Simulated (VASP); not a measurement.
Write the native input for VASP 6.6.1 that does the following.

| Item | Value |
| --- | --- |
| Task | single point |
| Functional | PBE |
| Potentials or basis | VASP PAW PBE potentials, release 64 (Ni, N) |
| Cutoff | 520 eV |
| k mesh | 6 × 6 × 4 |
| Occupations | gaussian, width 0.1 eV |
| Spin | no spin polarisation |
| Dipole correction | no |
| Further INCAR settings | ALGO = Normal; EDIFF = 1e-06; NBANDS = 29 |

The structure of NiN2 lies in POSCAR:

```
NiN2
1.0
    3.3929869501      0.0000000000      0.0000000000
    0.0000000000      3.3929869501      0.0000000000
    0.0000000000      0.0000000000      4.3934224639
Ni N
2 4
Direct
    0.0000000000      0.0000000000      0.0000000000
    0.5000000000      0.5000000000      0.5000000000
    0.0000000000      0.5000000000      0.2500148503
    0.0000000000      0.5000000000      0.7500148503
    0.5000000000      0.0000000000      0.2499851497
    0.5000000000      0.0000000000      0.7499851497
```

The input as run:

INCAR

```
SYSTEM = NiN2
PREC = Accurate ; ENCUT = 520
EDIFF = 1E-6 ; ISMEAR = 0
SIGMA = 0.1 ; LREAL = .FALSE.
LASPH = .TRUE. ; NELM = 60
ALGO = Normal ; ISIF = 2
LWAVE = .FALSE. ; LCHARG = .TRUE.
GGA = PE ; LELF = .TRUE.
LVHAR = .TRUE. ; NBANDS = 29
```

KPOINTS

```
regular mesh
0
G
  6 6 4
  0 0 0
```

Potentials or basis: VASP PAW PBE potentials, release 64 (Ni, N).

Run with:

```bash
$ cat potpaw_PBE.64/Ni/POTCAR potpaw_PBE.64/N/POTCAR > POTCAR
$ mpirun -np 1 vasp_std > vasp.out
```

Results of the run:

- Pressure: 0.2 GPa
- Band gap on the k mesh: zero (bands 20 and 21 overlap by 1.39 eV)

Caveat: the run has no spin polarisation, though such a crystal can be magnetic.

It took 29 s on 1 thread of Intel(R) Xeon(R) 6975P-C (Granite Rapids) (shared host), peak memory 0.18 GiB.
